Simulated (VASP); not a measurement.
# CuSi16 (a cell with a defect) in VASP: single point with r2SCAN+D3(BJ)

Aim: the single point of CuSi16 (a cell with a defect) with r2SCAN+D3(BJ).

Everything below comes from runs of VASP 6.6.1. Logs are shortened: lines on timing, memory, paths and dates and some standing lists are left out, and cuts for length are marked.

## 1. The cell of the first run

The cell holds a defect, 17 atoms: a = 7.679 Å, b = 7.679 Å, c = 7.679 Å, α = 60.00°, β = 60.00°, γ = 60.00°.

## 2. Single point, r2SCAN+D3(BJ)

File POSCAR:

```
CuSi16
1.0
    0.0000000000      5.4300000000      5.4300000000
    5.4300000000      0.0000000000      5.4300000000
    5.4300000000      5.4300000000      0.0000000000
Si Cu
16 1
Direct
    0.0286761510     -0.0080339779     -0.0112838858
    0.1319488950      0.1244857274      0.1265345304
   -0.0068769797      0.0083005525      0.4981539595
    0.1293984346      0.1270929098      0.6164247698
   -0.0042680479      0.4977715470      0.0086700737
    0.1302829650      0.6185452118      0.1265848066
   -0.0052841621      0.5003852670      0.4980970534
    0.0961024862      0.6345321363      0.6361402394
    0.5031314917      0.0114427256      0.0036187845
    0.6573279006      0.1126267956      0.1196645488
    0.5007515654      0.0058804788      0.4886607735
    0.6217601289      0.1432901473      0.6206555249
    0.5012191529      0.4834473297      0.0041456722
    0.6246334254      0.6197420810      0.1368840700
    0.4674968692      0.5148058932      0.5052499079
    0.6236187845      0.6146782689      0.6201530387
    0.5624725599      0.8120543278      0.8134250460
```

File INCAR.step1:

```
SYSTEM = CuSi16
PREC = Accurate
ENCUT = 520
ISMEAR = 0
SIGMA = 0.02
LREAL = Auto
LASPH = .True.
NELM = 100
NBANDS = 52
NELECT = 74.0
GGA = PE
ALGO = Normal
EDIFF = 1E-4
LWAVE = .True.
LCHARG = .False.
```

File INCAR.step2:

```
SYSTEM = CuSi16
PREC = Accurate
ENCUT = 520
EDIFF = 1E-7
ISMEAR = 0
SIGMA = 0.02
LREAL = Auto
LASPH = .True.
NELM = 100
ALGO = Normal
ISIF = 2
LWAVE = .False.
LCHARG = .False.
METAGGA = R2SCAN
LMIXTAU = .True.
IVDW = 12
VDW_S6 = 1.0
VDW_S8 = 0.78981345
VDW_A1 = 0.49484001
VDW_A2 = 5.73083694
NBANDS = 52
NELECT = 74.0
ISTART = 1
```

File KPOINTS:

```
Automatic mesh
0
Gamma
  2 2 2
  0 0 0
```

Potentials or basis: VASP PAW PBE potentials, release 64 (Si, Cu).

The run is started by

```bash
$ cat potpaw_PBE.64/Si/POTCAR potpaw_PBE.64/Cu/POTCAR > POTCAR
$ cp INCAR.step1 INCAR
$ mpirun -np 1 vasp_std > vasp.out
$ cp INCAR.step2 INCAR
$ mpirun -np 1 vasp_std > vasp.out
```

OUTCAR:

```text
SYSTEM = CuSi16
   PREC = Accurate
   ENCUT = 520
   EDIFF = 1E-7
   ISMEAR = 0
   LREAL = Auto
   LASPH = .True.
   NELM = 100
   ISIF = 2
   METAGGA = R2SCAN
   IVDW = 12
   NELECT = 74.0
   ISTART = 1
 IVDW          = 12

 ion  position               nearest neighbor table
   1  0.029  0.992  0.989-  10 2.33   4 2.34   6 2.35   2 2.35
   2  0.132  0.124  0.127-   9 2.33   3 2.33   5 2.34   1 2.35
   3  0.993  0.008  0.498-  12 2.33   2 2.33   4 2.34   8 2.35
   4  0.129  0.127  0.616-  11 2.33   1 2.34   7 2.34   3 2.34
   5  0.996  0.498  0.009-  14 2.33   8 2.34   6 2.34   2 2.34
   6  0.130  0.619  0.127-  13 2.33   7 2.33   5 2.34   1 2.35
   7  0.995  0.500  0.498-  16 2.33   6 2.33   4 2.34   8 2.35
   8  0.096  0.635  0.636-  15 2.33   5 2.34   7 2.35   3 2.35
   9  0.503  0.011  0.004-   2 2.33  10 2.34  17 2.36  12 2.40  14 2.46
  10  0.657  0.113  0.120-  11 2.32   1 2.33  13 2.34   9 2.34
  11  0.501  0.006  0.489-  10 2.32   4 2.33  17 2.33  12 2.45  16 2.45
  12  0.622  0.143  0.621-   3 2.33  15 2.34  17 2.36   9 2.40  11 2.45
  13  0.501  0.483  0.004-   6 2.33  10 2.34  17 2.35  16 2.41  14 2.46
  14  0.625  0.620  0.137-  15 2.32  17 2.32   5 2.33   9 2.46  13 2.46
  15  0.467  0.515  0.505-  14 2.32   8 2.33  16 2.34  12 2.34
  16  0.624  0.615  0.620-   7 2.33  15 2.34  17 2.36  13 2.41  11 2.45
  17  0.562  0.812  0.813-  14 2.32  11 2.33  13 2.35   9 2.36  16 2.36  12 2.36

  LATTYP: Found a face centered cubic cell.
 ALAT       =    10.8600000000

  Lattice vectors:

 A1 = (   0.0000000000,   5.4300000000,   5.4300000000)
 A2 = (   5.4300000000,   0.0000000000,   5.4300000000)
 A3 = (   5.4300000000,   5.4300000000,   0.0000000000)

Analysis of symmetry for initial positions (statically):
=====================================================================
 Subroutine PRICEL returns:
 Original cell was already a primitive cell.

 Routine SETGRP: Setting up the symmetry group for a
 face centered cubic supercell.

 Subroutine GETGRP returns: Found  1 space group operations
 (whereof  1 operations were pure point group operations)
 out of a pool of 48 trial point group operations.

The static configuration has the point symmetry C_1 .

Analysis of symmetry for dynamics (positions and initial velocities):
=====================================================================
 Subroutine PRICEL returns:
 Original cell was already a primitive cell.

 Routine SETGRP: Setting up the symmetry group for a
 face centered cubic supercell.

 Subroutine GETGRP returns: Found  1 space group operations
 (whereof  1 operations were pure point group operations)
 out of a pool of 48 trial point group operations.

The dynamic configuration has the point symmetry C_1 .

 Subroutine INISYM returns: Found  1 space group operations
 (whereof  1 operations are pure point group operations),
 and found     1 'primitive' translations

----------------------------------------------------------------------------------------

                                     Primitive cell

  volume of cell :     320.2060

  direct lattice vectors                    reciprocal lattice vectors
     0.000000000  5.430000000  5.430000000    -0.092081031  0.092081031  0.092081031
     5.430000000  0.000000000  5.430000000     0.092081031 -0.092081031  0.092081031
     5.430000000  5.430000000  0.000000000     0.092081031  0.092081031 -0.092081031

  length of vectors
     7.679179644  7.679179644  7.679179644     0.159489025  0.159489025  0.159489025

  position of ions in fractional coordinates (direct lattice)
     0.028676151  0.991966022  0.988716114
     0.131948895  0.124485727  0.126534530
     0.993123020  0.008300553  0.498153960
     0.129398435  0.127092910  0.616424770
     0.995731952  0.497771547  0.008670074
     0.130282965  0.618545212  0.126584807
[... 9 lines left out ...]
     0.623618785  0.614678269  0.620153039
     0.562472560  0.812054328  0.813425046

  ion indices of the primitive-cell ions
   primitive index   ion index
                 1           1
                 2           2
                 3           3
                 4           4
                 5           5
                 6           6
[... 9 lines left out ...]
                16          16
                17          17

----------------------------------------------------------------------------------------

 KPOINTS: Automatic mesh

Automatic generation of k-mesh.
 Grid dimensions read from file:
 generate k-points for:    2    2    2

 Generating k-lattice:

  Cartesian coordinates                     Fractional coordinates (reciprocal lattice)
    -0.046040516  0.046040516  0.046040516     0.500000000  0.000000000  0.000000000
     0.046040516 -0.046040516  0.046040516     0.000000000  0.500000000  0.000000000
     0.046040516  0.046040516 -0.046040516     0.000000000  0.000000000  0.500000000

  Length of vectors
     0.079744512  0.079744512  0.079744512

  Shift w.r.t. Gamma in fractional coordinates (k-lattice)
     0.000000000  0.000000000  0.000000000

 Subroutine IBZKPT returns following result:
 ===========================================

 Found      8 irreducible k-points:

 Following reciprocal coordinates:
            Coordinates               Weight
  0.000000  0.000000  0.000000      1.000000
  0.500000  0.000000  0.000000      1.000000
  0.000000  0.500000  0.000000      1.000000
  0.000000  0.000000  0.500000      1.000000
  0.500000  0.500000  0.500000      1.000000
  0.500000  0.500000  0.000000      1.000000
  0.000000  0.500000  0.500000      1.000000
  0.500000  0.000000  0.500000      1.000000
   k-points           NKPTS =      8   k-points in BZ     NKDIM =      8   number of bands    NBANDS=     52
   number of dos      NEDOS =    301   number of ions     NIONS =     17
   total plane-waves  NPLWV = 216000
   dimension x,y,z NGX =    60 NGY =   60 NGZ =   60
   dimension x,y,z NGXF=   120 NGYF=  120 NGZF=  120
   ions per type =              16   1
   NGX,Y,Z   is equivalent  to a cutoff of  12.99, 12.99, 12.99 a.u.
   NGXF,Y,Z  is equivalent  to a cutoff of  25.98, 25.98, 25.98 a.u.
 SYSTEM =  CuSi16
   PREC   = accura    normal or accurate (medium, high low for compatibility)
   ISTART =      1    job   : 0-new  1-cont  2-samecut
   ICHARG =      0    charge: 1-file 2-atom 10-const
   ISPIN  =      1    spin polarized calculation?
   LNONCOLLINEAR =      F non collinear calculations
   LSORBIT =      F    spin-orbit coupling
   LASPH  =      T    aspherical Exc in radial PAW
   ENCUT  =  520.0 eV  38.22 Ry    6.18 a.u.  14.28 14.28 14.28*2*pi/ulx,y,z
   NELM   =    100;   NELMIN=  2; NELMDL=  0     # of ELM steps
   EDIFF  = 0.1E-06   stopping-criterion for ELM
   LREAL  =      T    real-space projection
   EDIFFG = 0.1E-05   stopping-criterion for IOM
   NSW    =      0    number of steps for IOM
   IBRION =     -1    ionic relax: 0-MD 1-quasi-New 2-CG
   NFREE  =      0    steps in history (QN), initial steepest desc. (CG)
   ISIF   =      2    stress and relaxation
   ISYM   =      2    0-nonsym 1-usesym 2-fastsym
   POTIM  = 0.5000    time-step for ionic-motion
   TEBEG  =    0.0;   TEEND  =   0.0 temperature during run
   PSTRESS=    0.0 pullay stress
   NELECT =      74.0000    total number of electrons
   NUPDOWN=      -1.0000    fix difference up-down
   EMIN   =  10.00;   EMAX   =-10.00  energy-range for DOS
   EFERMI =   0.00;   METHOD = LEGACY
   ISMEAR =     0;   SIGMA  =   0.02  broadening in eV -4-tet -1-fermi 0-gaus
   EFERMI_NEDOS =   21; number of points for ismear=-14 and -15
   IALGO  =     38    algorithm
   IMIX   =      4    mixing-type and parameters
     AMIX     =   0.40;   BMIX     =  1.00
     AMIX_MAG =   1.60;   BMIX_MAG =  1.00
  volume/ion in A,a.u.               =      18.84       127.11
  Fermi-wavevector in a.u.,A,eV,Ry     =   1.004636  1.898488 13.732283  1.009294
  Thomas-Fermi vector in A             =   2.137265
   LORBIT       =      0    0 simple, 1 ext, 2 COOP (PROOUT), +10 PAW based schemes
   METAGGA = R2SCAN    functional components
   LHFCALC =     F    Hartree Fock is set to
   AEXX    =    0.0000 exact exchange contribution
   IVDW    =    12    specifies the selected vdW correction
   LEPSILON=     F    determine dielectric tensor
   LRPA    =     F    only Hartree local field effects (RPA)
 non-spin polarized calculation
 Gauss-broadening in eV      SIGMA  =   0.02
  energy-cutoff  :      520.00
  volume of cell :      320.21
 maximum number of plane-waves:      8646
 NGX is ok and might be reduce to    60
   NGX = 29   NGY = 29   NGZ = 29

 number of electron      73.9999994 magnetization

 Free energy of the ion-electron system (eV)
  ---------------------------------------------------
  ext. energy  EPLUGINS =         0.00000000
  ---------------------------------------------------
  free energy    TOTEN  =      -154.89337157 eV

  energy without entropy =     -154.89326161  energy(sigma->0) =     -154.89331659

 E-fermi :   6.4376     XC(G=0): -10.0841

 val. band max:        6.4015407283   @ k =   0.0000   0.0000   0.0000
 cond. band min:       6.4735939577   @ k =   0.0000   0.0000   0.0000
 fundamental gap:      0.0720532294
 Fermi energy:         6.4375670639

 k-point     1 :       0.0000    0.0000    0.0000
  band No.  band energies     occupation
      1      -6.5673      2.00000
      2      -4.1103      2.00000
      3      -4.0666      2.00000
      4      -4.0361      2.00000
      5      -4.0059      2.00000
      6      -2.4188      2.00000
[... 41 lines left out ...]
     48       8.4761      0.00000
     49       8.5757      0.00000

 k-point     2 :       0.5000    0.0000    0.0000
  band No.  band energies     occupation
      1      -5.9257      2.00000
      2      -5.4947      2.00000
      3      -3.7604      2.00000
      4      -3.7133      2.00000
      5      -3.6773      2.00000
      6      -3.6355      2.00000
[... 41 lines left out ...]
     48       9.8750      0.00000
     49      10.0263      0.00000

 k-point     3 :       0.0000    0.5000    0.0000
  band No.  band energies     occupation
      1      -5.8111      2.00000
      2      -5.6202      2.00000
      3      -3.8776      2.00000
      4      -3.7578      2.00000
      5      -3.6192      2.00000
      6      -3.6165      2.00000
[... 41 lines left out ...]
     48       9.9661      0.00000
     49      10.0535      0.00000

 k-point     4 :       0.0000    0.0000    0.5000
  band No.  band energies     occupation
      1      -5.8187      2.00000
      2      -5.6039      2.00000
      3      -3.8738      2.00000
      4      -3.7857      2.00000
      5      -3.6346      2.00000
      6      -3.6176      2.00000
[... 41 lines left out ...]
     48       9.9903      0.00000
     49      10.0660      0.00000

 k-point     5 :       0.5000    0.5000    0.5000
  band No.  band energies     occupation
      1      -5.8111      2.00000
      2      -5.6202      2.00000
      3      -3.8778      2.00000
      4      -3.7576      2.00000
      5      -3.6186      2.00000
      6      -3.6171      2.00000
[... 41 lines left out ...]
     48       9.9656      0.00000
     49      10.0534      0.00000

 k-point     6 :       0.5000    0.5000    0.0000
  band No.  band energies     occupation
      1      -5.5581      2.00000
      2      -5.3225      2.00000
      3      -4.4794      2.00000
      4      -4.3321      2.00000
      5      -4.3042      2.00000
      6      -4.2829      2.00000
[... 41 lines left out ...]
     48      10.6635      0.00000
     49      10.7060      0.00000

 k-point     7 :       0.0000    0.5000    0.5000
  band No.  band energies     occupation
      1      -5.5581      2.00000
      2      -5.3225      2.00000
      3      -4.4795      2.00000
      4      -4.3320      2.00000
      5      -4.3042      2.00000
      6      -4.2830      2.00000
[... 41 lines left out ...]
     48      10.6641      0.00000
     49      10.7055      0.00000

 k-point     8 :       0.5000    0.0000    0.5000
  band No.  band energies     occupation
      1      -5.5685      2.00000
      2      -5.3080      2.00000
      3      -4.4771      2.00000
      4      -4.3445      2.00000
      5      -4.2959      2.00000
      6      -4.2881      2.00000
[... 41 lines left out ...]
     48      10.6463      0.00000
     49      10.7100      0.00000
 [bands above 49 left out]

------------------------ aborting loop because EDIFF is reached ----------------------------------------

 Edisp (eV)   -2.66456

 E8    (eV) :    -0.8493

  FORCE on cell =-STRESS in cart. coord.  units (eV):
  Direction    XX          YY          ZZ          XY          YZ          ZX
  --------------------------------------------------------------------------------------
  -------------------------------------------------------------------------------------
  Total      -6.58119    -5.89946    -6.58458    -0.35630     0.35724    -1.48726
  in kB     -32.92955   -29.51845   -32.94651    -1.78278     1.78749    -7.44162
  external pressure =      -31.80 kB  Pullay stress =        0.00 kB

 VOLUME and BASIS-vectors are now :
 -----------------------------------------------------------------------------
  energy-cutoff  :      520.00
  volume of cell :      320.21
      direct lattice vectors                 reciprocal lattice vectors
     0.000000000  5.430000000  5.430000000    -0.092081031  0.092081031  0.092081031
     5.430000000  0.000000000  5.430000000     0.092081031 -0.092081031  0.092081031
     5.430000000  5.430000000  0.000000000     0.092081031  0.092081031 -0.092081031

 POSITION                                       TOTAL-FORCE (eV/Angst)
 -----------------------------------------------------------------------------------
     10.75510      5.52444      5.54209         0.000386      0.000640     -0.008868
      1.36304      1.40356      1.39244         0.011430      0.001489      0.006411
      2.75005      8.09763      5.43773         0.004668      0.000132      0.002277
      4.03730      4.04982      1.39275        -0.005105     -0.007865      0.009813
      2.74998      5.45390      8.10972        -0.000691     -0.000273      0.003431
      4.04606      1.39479      4.06614        -0.005049      0.003558     -0.006461
[... 9 lines left out ...]
      6.70513      6.75368      6.72395         0.009146      0.016599     -0.021859
      8.82635      7.47112      7.46368         0.009183     -0.030609      0.028709
 -----------------------------------------------------------------------------------
    total drift:                                0.002352      0.000034      0.000159

  FREE ENERGIE OF THE ION-ELECTRON SYSTEM (eV)
  ---------------------------------------------------
  free  energy   TOTEN  =      -157.5579313964 eV

  energy  without entropy=     -157.5578214343  energy(sigma->0) =     -157.55787642
```

Wall time 11 min (1 thread of AMD EPYC 9R45 (Zen 5), shared host); peak memory 0.54 GiB.

Results:

```
Free energy                : -157.5579 eV
Largest force              : 0.043 eV/Å
Dispersion energy per atom : -0.157 eV
```

Forces in eV/Å, atoms in the order of the input:
```
Si   0.000  0.001 -0.009
Si   0.011  0.001  0.006
Si   0.005  0.000  0.002
Si  -0.005 -0.008  0.010
Si  -0.001  0.000  0.003
Si  -0.005  0.004 -0.006
Si   0.000  0.000 -0.004
Si  -0.006  0.001  0.000
Si   0.016  0.020 -0.011
Si   0.013 -0.012 -0.033
Si  -0.020 -0.025 -0.007
Si   0.009  0.013  0.031
Si  -0.002  0.014  0.025
Si  -0.008 -0.015 -0.012
Si  -0.025  0.020 -0.001
Si   0.009  0.017 -0.022
Cu   0.009 -0.031  0.029
```

Levels at points of the mesh, in eV from the Fermi level:
| k point | band 34 | band 35 | band 36 | band 37 | band 38 | band 39 | band 40 | band 41 |
| --- | --- | --- | --- | --- | --- | --- | --- | --- |
| (0.00, 0.00, 0.00) | -1.28 | -0.56 | -0.17 | -0.04 | 0.04 | 0.07 | 0.62 | 0.66 |
| (0.50, 0.00, 0.00) | -1.09 | -1.07 | -0.73 | -0.56 | 0.62 | 1.18 | 1.59 | 1.60 |
| (0.00, 0.50, 0.00) | -1.26 | -1.18 | -1.08 | -0.88 | 0.79 | 1.15 | 1.17 | 1.40 |
| (0.00, 0.00, 0.50) | -1.25 | -1.16 | -1.08 | -0.82 | 0.79 | 1.16 | 1.21 | 1.43 |
| (0.50, 0.50, 0.50) | -1.26 | -1.18 | -1.08 | -0.88 | 0.79 | 1.15 | 1.17 | 1.40 |
| (0.50, 0.50, 0.00) | -1.88 | -1.68 | -1.66 | -1.35 | 0.78 | 0.90 | 2.08 | 2.24 |
| (0.00, 0.50, 0.50) | -1.88 | -1.68 | -1.66 | -1.35 | 0.78 | 0.90 | 2.08 | 2.24 |
| (0.50, 0.00, 0.50) | -1.88 | -1.70 | -1.68 | -1.28 | 0.79 | 0.89 | 2.06 | 2.25 |

Caveat: the k points lie up to 0.50 Å⁻¹ apart; the cell carries a net charge on a neutralising background, which shifts energy and pressure; the cell is charged against a uniform background, so pressure and absolute levels hang on convention; the PAW data sets were made with another functional, which shifts forces and pressure a little.
